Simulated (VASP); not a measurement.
# AlGa3N4 (Pm) in VASP: a series of runs

Runs on AlGa3N4. Level: PBEsol. Tasks: single point.

All numbers are computed with VASP 6.6.1; they aren't measurements. Logs are shortened: lines on timing, memory, paths and dates and some standing lists are left out, and cuts for length are marked.

## (1) The cell of the first run

It takes space group Pm (No. 6, monoclinic). The conventional cell has a = 5.065 Å, b = 3.118 Å, c = 5.533 Å, α = 90.00°, β = 90.02°, γ = 90.00°. Al (site symmetry m) has 4 N at 1.88 to 1.89 Å within 2.5 Å. Within 2.6 Å of Ga (site symmetry m) lie 4 N at 1.92 to 1.94 Å. Ga (site symmetry m) has 4 N at 1.93 to 1.94 Å within 2.6 Å. Within 2.6 Å of Ga (site symmetry m) lie 4 N at 1.93 to 1.95 Å. N (site symmetry m) has 1 Al at 1.89 Å and 3 Ga at 1.93 Å within 2.5 Å. N (site symmetry m) has 2 Al at 1.89 Å and 2 Ga at 1.94 to 1.95 Å within 2.5 Å. N (site symmetry m) has 4 Ga at 1.92 to 1.93 Å within 2.6 Å. Within 2.5 Å of N (site symmetry m) lie 1 Al at 1.88 Å and 3 Ga at 1.93 to 1.94 Å.

## (2) Single point, PBEsol

INCAR

```
SYSTEM = AlGa3N4
PREC = Accurate
ENCUT = 520
EDIFF = 1E-6
ISMEAR = 0
SIGMA = 0.02
LREAL = .False.
LASPH = .True.
NELM = 100
ALGO = Normal
ISIF = 2
LWAVE = .False.
LCHARG = .True.
GGA = PS
LELF = .True.
LVHAR = .True.
NBANDS = 41
```

KPOINTS

```
Automatic mesh
0
Gamma
  6 8 6
  0 0 0
```

POSCAR

```
AlGa3N4
1.0
    5.0652158913      0.0000000000      0.0006376237
    0.0000000000      3.1175100280      0.0000000000
   -0.0027085410      0.0000000000      5.5328833983
Al Ga N
1 3 4
Direct
    0.0016534314      0.5000000000      0.6667947422
    0.5002918716      0.5000000000      0.3357496879
    0.5001304188      0.0000000000      0.8324071223
    1.0011328698      0.0000000000      0.1653054391
    0.1183970498      0.5000000000      0.3424609837
    0.1165396214      0.0000000000      0.8288605914
    0.6193907307      0.0000000000      0.1636323794
    0.6300640165      0.5000000000      0.6647900541
```

Potentials or basis: VASP PAW PBE potentials, release 64 (Al, Ga_d, N).

Command:

```
$ cat potpaw_PBE.64/Al/POTCAR potpaw_PBE.64/Ga_d/POTCAR potpaw_PBE.64/N/POTCAR > POTCAR
$ mpirun -np 1 vasp_std > vasp.out
```

OUTCAR:

```text
SYSTEM = AlGa3N4
   PREC = Accurate
   ENCUT = 520
   EDIFF = 1E-6
   ISMEAR = 0
   LREAL = .False.
   LASPH = .True.
   NELM = 100
   ISIF = 2
   GGA = PS

 ion  position               nearest neighbor table
   1  0.002  0.500  0.667-   8 1.88   5 1.89   6 1.89   6 1.89   3 3.11   3 3.11   3 3.12   3 3.12
                             2 3.12   2 3.13
   2  0.500  0.500  0.336-   7 1.92   7 1.92   5 1.93   8 1.94   1 3.12   1 3.13
   3  0.500  0.000  0.832-   7 1.93   8 1.93   8 1.93   6 1.94   1 3.11   1 3.11   1 3.12   1 3.12

   4  0.001  0.000  0.165-   7 1.93   5 1.93   5 1.93   6 1.95
   5  0.118  0.500  0.342-   1 1.89   4 1.93   4 1.93   2 1.93
   6  0.117  0.000  0.829-   1 1.89   1 1.89   3 1.94   4 1.95
   7  0.619  0.000  0.164-   2 1.92   2 1.92   3 1.93   4 1.93
   8  0.630  0.500  0.665-   1 1.88   3 1.93   3 1.93   2 1.94

  LATTYP: Found a simple monoclinic cell.
 ALAT       =     5.0652159314
 B/A-ratio  =     0.6154742602
 C/A-ratio  =     1.0923293570
 COS(beta)  =    -0.0003636523

  Lattice vectors:

 A1 = (   5.0652158913,   0.0000000000,   0.0006376237)
 A2 = (   0.0000000000,   3.1175100280,   0.0000000000)
 A3 = (  -0.0027085410,   0.0000000000,   5.5328833983)

Analysis of symmetry for initial positions (statically):
=====================================================================
 Subroutine PRICEL returns:
 Original cell was already a primitive cell.

 Routine SETGRP: Setting up the symmetry group for a
 simple monoclinic supercell.

 Subroutine GETGRP returns: Found  2 space group operations
 (whereof  2 operations were pure point group operations)
 out of a pool of  4 trial point group operations.

The static configuration has the point symmetry C_1h.

Analysis of symmetry for dynamics (positions and initial velocities):
=====================================================================
 Subroutine PRICEL returns:
 Original cell was already a primitive cell.

 Routine SETGRP: Setting up the symmetry group for a
 simple monoclinic supercell.

 Subroutine GETGRP returns: Found  2 space group operations
 (whereof  2 operations were pure point group operations)
 out of a pool of  4 trial point group operations.

The dynamic configuration has the point symmetry C_1h.

 Subroutine INISYM returns: Found  2 space group operations
 (whereof  2 operations are pure point group operations),
 and found     1 'primitive' translations

----------------------------------------------------------------------------------------

                                     Primitive cell

  volume of cell :      87.3690

  direct lattice vectors                    reciprocal lattice vectors
     5.065215891  0.000000000  0.000637624     0.197424939  0.000000000  0.000096646
     0.000000000  3.117510028  0.000000000     0.000000000  0.320768816  0.000000000
    -0.002708541  0.000000000  5.532883398    -0.000022752  0.000000000  0.180737577

  length of vectors
     5.065215931  3.117510028  5.532884061     0.197424963  0.320768816  0.180737578

  position of ions in fractional coordinates (direct lattice)
     0.001653431  0.500000000  0.666794742
     0.500291872  0.500000000  0.335749688
     0.500130419  0.000000000  0.832407122
     0.001132870  0.000000000  0.165305439
     0.118397050  0.500000000  0.342460984
     0.116539621  0.000000000  0.828860591
     0.619390731  0.000000000  0.163632379
     0.630064017  0.500000000  0.664790054

  ion indices of the primitive-cell ions
   primitive index   ion index
                 1           1
                 2           2
                 3           3
                 4           4
                 5           5
                 6           6
                 7           7
                 8           8

----------------------------------------------------------------------------------------

 KPOINTS: Automatic mesh

Automatic generation of k-mesh.
 Grid dimensions read from file:
 generate k-points for:    6    8    6

 Generating k-lattice:

  Cartesian coordinates                     Fractional coordinates (reciprocal lattice)
     0.032904157  0.000000000  0.000016108     0.166666667  0.000000000  0.000000000
     0.000000000  0.040096102  0.000000000     0.000000000  0.125000000  0.000000000
    -0.000003792  0.000000000  0.030122929     0.000000000  0.000000000  0.166666667

  Length of vectors
     0.032904160  0.040096102  0.030122930

  Shift w.r.t. Gamma in fractional coordinates (k-lattice)
     0.000000000  0.000000000  0.000000000

 Subroutine IBZKPT returns following result:
 ===========================================

 Found    100 irreducible k-points:

 Following reciprocal coordinates:
            Coordinates               Weight
  0.000000  0.000000  0.000000      1.000000
  0.166667  0.000000  0.000000      2.000000
  0.333333  0.000000  0.000000      2.000000
  0.500000  0.000000  0.000000      1.000000
  0.000000  0.125000  0.000000      2.000000
  0.166667  0.125000  0.000000      4.000000
[... 16 lines left out ...]
  0.333333  0.000000  0.166667      2.000000
  0.500000  0.000000  0.166667      2.000000
 [... further k-points ...]
   k-points           NKPTS =    100   k-points in BZ     NKDIM =    100   number of bands    NBANDS=     41
   number of dos      NEDOS =    301   number of ions     NIONS =      8
   total plane-waves  NPLWV =  40320
   dimension x,y,z NGX =    40 NGY =   24 NGZ =   42
   dimension x,y,z NGXF=    80 NGYF=   48 NGZF=   84
   ions per type =               1   3   4
   NGX,Y,Z   is equivalent  to a cutoff of  13.13, 12.80, 12.62 a.u.
   NGXF,Y,Z  is equivalent  to a cutoff of  26.26, 25.60, 25.24 a.u.
 SYSTEM =  AlGa3N4
   PREC   = accura    normal or accurate (medium, high low for compatibility)
   ISTART =      0    job   : 0-new  1-cont  2-samecut
   ICHARG =      2    charge: 1-file 2-atom 10-const
   ISPIN  =      1    spin polarized calculation?
   LNONCOLLINEAR =      F non collinear calculations
   LSORBIT =      F    spin-orbit coupling
   LASPH  =      T    aspherical Exc in radial PAW
   ENCUT  =  520.0 eV  38.22 Ry    6.18 a.u.   9.42  5.80 10.29*2*pi/ulx,y,z
   NELM   =    100;   NELMIN=  2; NELMDL= -5     # of ELM steps
   EDIFF  = 0.1E-05   stopping-criterion for ELM
   LREAL  =      F    real-space projection
   EDIFFG = 0.1E-04   stopping-criterion for IOM
   NSW    =      0    number of steps for IOM
   IBRION =     -1    ionic relax: 0-MD 1-quasi-New 2-CG
   NFREE  =      0    steps in history (QN), initial steepest desc. (CG)
   ISIF   =      2    stress and relaxation
   ISYM   =      2    0-nonsym 1-usesym 2-fastsym
   POTIM  = 0.5000    time-step for ionic-motion
   TEBEG  =    0.0;   TEEND  =   0.0 temperature during run
   PSTRESS=    0.0 pullay stress
   NELECT =      62.0000    total number of electrons
   NUPDOWN=      -1.0000    fix difference up-down
   EMIN   =  10.00;   EMAX   =-10.00  energy-range for DOS
   EFERMI =   0.00;   METHOD = LEGACY
   ISMEAR =     0;   SIGMA  =   0.02  broadening in eV -4-tet -1-fermi 0-gaus
   EFERMI_NEDOS =   21; number of points for ismear=-14 and -15
   IALGO  =     38    algorithm
   IMIX   =      4    mixing-type and parameters
     AMIX     =   0.40;   BMIX     =  1.00
     AMIX_MAG =   1.60;   BMIX_MAG =  1.00
  volume/ion in A,a.u.               =      10.92        73.70
  Fermi-wavevector in a.u.,A,eV,Ry     =   1.460224  2.759424 29.011095  2.132255
  Thomas-Fermi vector in A             =   2.576699
   LORBIT       =      0    0 simple, 1 ext, 2 COOP (PROOUT), +10 PAW based schemes
   GGA     = PS    functional components
   LHFCALC =     F    Hartree Fock is set to
   AEXX    =    0.0000 exact exchange contribution
   IVDW    =     0    specifies the selected vdW correction
   LEPSILON=     F    determine dielectric tensor
   LRPA    =     F    only Hartree local field effects (RPA)
 non-spin polarized calculation
 Gauss-broadening in eV      SIGMA  =   0.02
  energy-cutoff  :      520.00
  volume of cell :       87.37
 maximum number of plane-waves:      2374
 NGX is ok and might be reduce to    40
   NGX = 19   NGY = 11   NGZ = 21

 number of electron      61.9999981 magnetization

 Free energy of the ion-electron system (eV)
  ---------------------------------------------------
  ext. energy  EPLUGINS =         0.00000000
  ---------------------------------------------------
  free energy    TOTEN  =       -54.97698590 eV

  energy without entropy =      -54.97698590  energy(sigma->0) =      -54.97698590

 E-fermi :   5.8292     XC(G=0): -11.8397

 val. band max:        5.7063091363   @ k =   0.0000   0.0000   0.0000
 cond. band min:       8.1800482446   @ k =   0.0000   0.0000   0.0000
 fundamental gap:      2.4737391084
 Fermi energy:         5.8291812416

 k-point     1 :       0.0000    0.0000    0.0000
  band No.  band energies     occupation
      1     -10.3399      2.00000
      2      -9.3119      2.00000
      3      -9.1130      2.00000
      4      -8.8287      2.00000
      5      -7.5931      2.00000
      6      -7.5832      2.00000
[... 33 lines left out ...]
     40      15.9357      0.00000
     41      16.2060      0.00000

 k-point     2 :       0.1667    0.0000    0.0000
  band No.  band energies     occupation
      1     -10.2481      2.00000
      2      -9.3136      2.00000
      3      -9.1216      2.00000
      4      -8.8314      2.00000
      5      -7.5924      2.00000
      6      -7.5840      2.00000
[... 33 lines left out ...]
     40      15.9570      0.00000
     41      16.1446      0.00000

 k-point     3 :       0.3333    0.0000    0.0000
  band No.  band energies     occupation
      1     -10.0020      2.00000
      2      -9.3904      2.00000
      3      -9.1302      2.00000
      4      -8.8305      2.00000
      5      -7.5968      2.00000
      6      -7.5752      2.00000
[... 875 lines left out ...]
      2      -9.3637      2.00000
      3      -9.1575      2.00000
      4      -8.8538      2.00000
      5      -7.5925      2.00000
      6      -7.5642      2.00000
[... 33 lines left out ...]
     40      15.8213      0.00000
     41      16.2549      0.00000

 k-point    24 :       0.5000    0.0000    0.1667
  band No.  band energies     occupation
      1      -9.7137      2.00000
      2      -9.5094      2.00000
      3      -9.1472      2.00000
      4      -8.8540      2.00000
      5      -7.5915      2.00000
      6      -7.5603      2.00000
[... 33 lines left out ...]
     40      15.6935      0.00000
     41      15.9984      0.00000

 [... further k-points ...]

------------------------ aborting loop because EDIFF is reached ----------------------------------------

  FORCE on cell =-STRESS in cart. coord.  units (eV):
  Direction    XX          YY          ZZ          XY          YZ          ZX
  --------------------------------------------------------------------------------------
  -------------------------------------------------------------------------------------
  Total        3.4172719      3.0248724     -0.1047783      0.0000000      0.0000000      0.0003935
  in kB       62.6661126     55.4702690     -1.9214305      0.0000000      0.0000000      0.0072157
  external PRESSURE =      38.7383171 kB  Pullay stress =       0.0000000 kB

 VOLUME and BASIS-vectors are now :
 -----------------------------------------------------------------------------
  energy-cutoff  :      520.00
  volume of cell :       87.37
      direct lattice vectors                 reciprocal lattice vectors
     5.065215891  0.000000000  0.000637624     0.197424939  0.000000000  0.000096646
     0.000000000  3.117510028  0.000000000     0.000000000  0.320768816  0.000000000
    -0.002708541  0.000000000  5.532883398    -0.000022752  0.000000000  0.180737577

 POSITION                                       TOTAL-FORCE (eV/Angst)
 -----------------------------------------------------------------------------------
      0.00657      1.55876      3.68930         0.001026      0.000000     -0.001475
      2.53318      1.55876      1.85798         0.001485      0.000000     -0.003585
      2.53101      0.00000      4.60593         0.003845      0.000000      0.001505
      0.00529      0.00000      0.91462        -0.005668      0.000000      0.004970
      0.59878      1.55876      1.89487         0.005578      0.000000     -0.009744
      0.58805      0.00000      4.58606         0.007601      0.000000      0.006709
      3.13690      0.00000      0.90575        -0.000402      0.000000      0.000535
      3.18961      1.55876      3.67861        -0.013466      0.000000      0.001084
 -----------------------------------------------------------------------------------
    total drift:                               -0.000724      0.000000     -0.000764

  FREE ENERGIE OF THE ION-ELECTRON SYSTEM (eV)
  ---------------------------------------------------
  free  energy   TOTEN  =       -54.9769858970 eV

  energy  without entropy=      -54.9769858970  energy(sigma->0) =      -54.97698590
```

Wall time 6.1 min (1 thread of Oxide Virtual Turin-like, shared host); peak memory 0.36 GiB.

Results:

- Free energy: -54.9770 eV
- Pressure: 3.9 GPa
- Largest force: 0.014 eV/Å
- Band gap on the k mesh: 2.47 eV

Forces on the atoms (eV/Å):
```
Al   0.001  0.000 -0.001
Ga   0.001  0.000 -0.004
Ga   0.004  0.000  0.002
Ga  -0.006  0.000  0.005
N    0.006  0.000 -0.010
N    0.008  0.000  0.007
N    0.000  0.000  0.001
N   -0.013  0.000  0.001
```

Caveat: the stress differs along the axes, from -0 to 6 GPa; the PAW data sets were made with another functional, which shifts forces and pressure a little.

## (3) Single point, PBEsol

This run uses another cell than the first one, of 11.15 Å³/atom.

INCAR

```
PREC = Accurate
ENCUT = 520
EDIFF = 1E-6
ISMEAR = 0
SIGMA = 0.02
LREAL = F
LASPH = T
NELM = 100
ALGO = Normal
ISIF = 2
LWAVE = F
LCHARG = F
GGA = PS
NBANDS = 41
```

KPOINTS

```
Automatic mesh
0
Gamma
  6 8 6
```

POSCAR

```
AlGa3N4
1.0
    5.1423511994      0.0000000000      0.0000000000
    0.0000000000      3.1649848000      0.0000000000
   -0.0034562398      0.0000000000      5.4784942199
Al Ga N
1 3 4
Direct
    0.0006034217      0.5000000000      0.6673576242
    0.4991167032      0.5000000000      0.3349195796
    0.4990273850      0.0000000000      0.8315569997
    0.9998617817      0.0000000000      0.1661805294
    0.1196687535      0.5000000000      0.3400974164
    0.1176459792      0.0000000000      0.8263760592
    0.6204436396      0.0000000000      0.1662162867
    0.6312323461      0.5000000000      0.6672965048
```

Potentials or basis: VASP PAW PBE potentials, release 64 (Al, Ga_d, N).

Command:

```
$ cat potpaw_PBE.64/Al/POTCAR potpaw_PBE.64/Ga_d/POTCAR potpaw_PBE.64/N/POTCAR > POTCAR
$ mpirun -np 1 vasp_std > vasp.out
```

It took 4.2 min on 1 thread of Oxide Virtual Turin-like, shared host; peak memory 0.36 GiB.

The run converged. Its results:

```
Free energy            : -55.0264 eV
Pressure               : -0.1 GPa
Largest force          : 0.013 eV/Å
Band gap on the k mesh : 2.38 eV
```

Forces in eV/Å, atoms in the order of the input:
```
Al   0.003  0.000  0.001
Ga   0.005  0.000  0.000
Ga   0.008  0.000  0.001
Ga  -0.008  0.000  0.003
N    0.003  0.000 -0.008
N    0.003  0.000  0.005
N    0.000  0.000 -0.001
N   -0.013  0.000 -0.001
```

Levels at points of the mesh, in eV from the valence-band top:
```csv
k point,band 27,band 28,band 29,band 30,band 31,band 32,band 33,band 34,band 35,band 36
"(0.00, 0.00, 0.00)",-1.04,-0.86,-0.09,-0.03,0.00,2.38,4.62,5.17,5.72,6.40
"(0.50, 0.00, 0.00)",-1.67,-0.73,-0.67,-0.36,-0.36,4.40,4.48,4.58,5.03,7.71
"(0.00, 0.50, 0.00)",-3.51,-2.10,-2.06,-1.84,-1.80,5.56,5.59,6.88,7.07,7.77
"(0.50, 0.50, 0.00)",-3.25,-1.70,-1.47,-1.44,-1.42,5.71,5.88,5.97,6.24,7.84
"(0.00, 0.00, 0.50)",-1.83,-0.78,-0.61,-0.58,-0.34,4.57,4.73,6.11,6.43,7.41
"(0.50, 0.00, 0.50)",-1.89,-1.56,-1.18,-1.14,-1.10,5.32,5.38,5.46,5.81,7.45
"(0.00, 0.50, 0.50)",-2.61,-2.23,-2.15,-0.98,-0.87,4.83,5.16,5.61,5.71,5.97
"(0.50, 0.50, 0.50)",-1.84,-1.77,-1.74,-1.66,-1.64,4.32,4.40,4.47,4.87,7.19
```

Caveat: the PAW data sets were made with another functional, which shifts forces and pressure a little.

## (4) Single point, PBEsol

This run uses another cell than the first one, of 10.22 Å³/atom.

INCAR

```
  PREC = Accurate
  ENCUT = 520
  EDIFF = 1E-6
  ISMEAR = 0
  SIGMA = 0.02
  LREAL = False
  LASPH = True
  NELM = 80
  ALGO = Normal
  ISIF = 2
  LWAVE = False
  LCHARG = False
  GGA = PS
  NBANDS = 41
```

KPOINTS

```
regular mesh
0
Gamma
  6 8 6
```

POSCAR

```
AlGa3N4
1.0
    4.9945243377      0.0000000000     -0.0004067506
    0.0000000000      3.0757177235      0.0000000000
   -0.0040417044      0.0000000000      5.3219459623
Al Ga N
1 3 4
Direct
    0.0010569687      0.5000000000      0.6675532861
    0.4990099025      0.5000000000      0.3352075459
    0.4987172513      0.0000000000      0.8312235203
    0.9997702745      0.0000000000      0.1659571655
    0.1194576023      0.5000000000      0.3401641680
    0.1175361388      0.0000000000      0.8262608653
    0.6202402306      0.0000000000      0.1660942436
    0.6318116413      0.5000000000      0.6675402056
```

Command:

```
$ cat potpaw_PBE.64/Al/POTCAR potpaw_PBE.64/Ga_d/POTCAR potpaw_PBE.64/N/POTCAR > POTCAR
$ mpirun -np 1 vasp_std > vasp.out
```

Wall time 5.7 min (1 thread of Oxide Virtual Turin-like, shared host); peak memory 0.34 GiB.

It converged, with:

```yaml
Free_energy: -54.6010 eV
Pressure: 19.8 GPa
Largest_force: 0.024 eV/Å
Band_gap_on_the_k_mesh: 2.98 eV
```

Forces on the atoms (eV/Å):
```
Al  -0.004  0.000  0.001
Ga   0.003  0.000 -0.004
Ga   0.004  0.000  0.003
Ga  -0.007  0.000  0.004
N    0.011  0.000 -0.022
N    0.017  0.000  0.016
N   -0.002  0.000  0.000
N   -0.022  0.000  0.002
```

Levels at points of the mesh, in eV from the valence-band top:
```tsv
k point	band 29	band 30	band 31	band 32	band 33	band 34
(0.00, 0.00, 0.00)	-0.11	-0.03	0.00	2.98	5.17	5.44
(0.50, 0.00, 0.00)	-0.77	-0.38	-0.38	4.67	4.84	5.16
(0.00, 0.50, 0.00)	-2.27	-2.03	-1.99	5.59	5.62	7.57
(0.50, 0.50, 0.00)	-1.64	-1.58	-1.57	6.06	6.21	6.33
(0.00, 0.00, 0.50)	-0.69	-0.65	-0.36	5.11	5.23	6.65
(0.50, 0.00, 0.50)	-1.31	-1.25	-1.20	5.67	5.77	5.87
(0.00, 0.50, 0.50)	-2.40	-1.09	-0.95	5.07	5.35	5.87
(0.50, 0.50, 0.50)	-1.92	-1.82	-1.79	4.57	4.64	4.75
```

Caveat: the cell stands under pressure; the PAW data sets were made with another functional, which shifts forces and pressure a little. A k mesh can miss the band edges.

(Continued in part 2 of 2.)
